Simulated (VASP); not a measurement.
Runs of VASP 6.6.1 on Si. The structure is that of space group Fm-3m (No. 225), or close to it. The cells are those of the table. This isn't the form of Si at room conditions, which is diamond.

```csv
task,cell,k mesh,cutoff (eV),gap on the mesh (eV),pressure (GPa),relaxed volume (Å³/atom)
relaxation of cell and atoms,"relaxed from a = 2.272 Å, angles 60.0°, 1 atom",10 × 10 × 10,550,none,-0.4,(a)
single point,"a = 2.696 Å, angles 60.0°, 1 atom",18 × 18 × 18,520,none,0.1,-
relaxation of cell and atoms,"relaxed from a = 2.691 Å, angles 60.0°, 1 atom",18 × 18 × 18,600,none,0.0,13.87
single point,"a = 2.691 Å, angles 60.0°, 1 atom",10 × 10 × 10,550,none,0.1,-
single point,"a = 2.272 Å, angles 60.0°, 1 atom",10 × 10 × 10,550,none,149.9,-
```

Alike in all rows: level r2SCAN; potentials or basis VASP PAW PBE potentials, release 64 (Si); no spin polarisation; smearing gaussian 0.1 eV.

**Question.** Fill in the values left out.

**Answer.** (a) 13.86.

Caveats: the PAW data sets were made with another functional, which shifts forces and pressure a little; the volume moved by over 15 % at a fixed basis, so the end points are rough (at least some runs); the cell stands under pressure (at least some runs).

A gap of «none» marks levels without a gap at the run's occupations.
